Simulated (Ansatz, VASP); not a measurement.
Mg2Si3N3 in VASP and in Ansatz

```
CELL_PARAMETERS angstrom
3.10815 0.00000 0.00000
-1.55408 2.69174 0.00000
0.00000 0.00000 12.51348
ATOMIC_POSITIONS crystal
Mg 0.33333 0.66667 0.06233
Mg 0.66667 0.33333 0.26928
Si 0.66667 0.33333 0.89143
Si 0.33333 0.66667 0.49716
Si 0.66667 0.33333 0.70851
N 0.33333 0.66667 0.21607
N 0.66667 0.33333 0.46275
N 0.33333 0.66667 0.64249
```

Alike in both runs: functional PBE; k mesh 12 × 12 × 4; occupations gaussian, width 0.1 eV; no spin polarisation.

Ansatz relaxed the structure, and its values are those at the end. VASP's run is a single point on that final structure, the one shown.

```csv
,VASP,Ansatz
version,VASP 6.6.1,Ansatz 0.2.0
potentials or method,"VASP PAW PBE potentials, release 64 (Mg, Si, N), cutoff 600 eV","scalar-relativistic, plane waves, PAW"
valence electrons in the cell,31,47
```

VASP gave:

| Quantity | Value |
| --- | --- |
| gap on the k mesh at the Fermi level (eV) | none |
| pressure (GPa) | -0.1 |
| rms of the force components (eV/Å) | 0.008 |

Estimate Ansatz's values.

gap on the k mesh at the Fermi level (eV): none; pressure (GPa): 0.0; rms of the force components (eV/Å): 0.002.

A gap of «none» marks a metal or a gap that the smearing closes. VASP's potentials hold 31 valence electrons a cell and Ansatz's 47, so a difference there can come from the potentials and not from the codes.
